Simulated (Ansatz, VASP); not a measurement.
**One calculation of CdS, two programs**

```
CELL_PARAMETERS angstrom
0.00000 2.75324 2.75324
2.75324 0.00000 2.75324
2.75324 2.75324 0.00000
ATOMIC_POSITIONS crystal
Cd 0.00000 0.00000 0.00000
S 0.50000 0.50000 0.50000
```

Alike in both runs: functional HSE06; k mesh 4 × 4 × 4; occupations fermi-dirac, width 0.05 eV; no spin polarisation.

|  | VASP | Ansatz |
| --- | --- | --- |
| version | VASP 6.6.1 | Ansatz 0.2.0 |
| potentials or method | VASP PAW PBE potentials, release 64 (Cd, S) | Ansatz PAW |
| plane-wave cutoff (eV) | 520 | 420 |
| valence electrons in the cell | 18 | 26 |
| task | single point | band structure |

VASP gave:

| Item | Value |
| --- | --- |
| gap on the k mesh at the Fermi level (eV) | 1.21 |
| least direct gap on the mesh (eV) | 2.55 |
| pressure (GPa) | -1.5 |

Q: Which values does Ansatz return?

A: gap on the k mesh at the Fermi level (eV): 1.23; least direct gap on the mesh (eV): 2.58; pressure (GPa): -1.9.

The functional is the same, so the differences come from potentials, cutoffs and numerics. VASP's potentials hold 18 valence electrons a cell and Ansatz's 26, so a difference there can come from the potentials and not from the codes.

The k mesh is coarse, so the values compare programs but aren't converged.
